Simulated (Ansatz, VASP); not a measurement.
**One calculation of InSb3, two programs**

```
CELL_PARAMETERS angstrom
4.86200 -0.11240 -0.11240
-0.11240 4.86200 -0.11240
-0.11240 -0.11240 4.86200
ATOMIC_POSITIONS crystal
In 0.00000 0.00000 0.00000
Sb 0.50000 0.00000 0.50000
Sb 0.00000 0.50000 0.50000
Sb 0.50000 0.50000 0.00000
```

Change from the starting cell: equal engineering shear yz, xz and xy -0.0467, equal normal strain along x, y and z +0.0100.

Alike in both runs: task single point; functional PBE; k mesh 8 × 8 × 8; occupations gaussian, width 0.15 eV; no spin polarisation.

```csv
,VASP,Ansatz
version,VASP 6.6.1,Ansatz 0.2.0
potentials or method,"VASP PAW PBE potentials, release 64 (In_d, Sb), cutoff 520 eV","scalar-relativistic, plane waves, PAW"
valence electrons in the cell,28,58
```

|  | VASP | Ansatz | Ansatz less VASP |
| --- | --- | --- | --- |
| gap on the k mesh at the Fermi level (eV) | none | none | - |
| pressure (GPa) | -1.3 | -1.2 | +0.09 |
| traceless stress, the component that is largest in VASP (GPa) | 0.52 | 0.52 | +0.001 |

A gap of «none» marks a metal or a gap that the smearing closes. VASP's potentials hold 28 valence electrons a cell and Ansatz's 58, so a difference there can come from the potentials and not from the codes.

Spin-orbit coupling is off throughout.
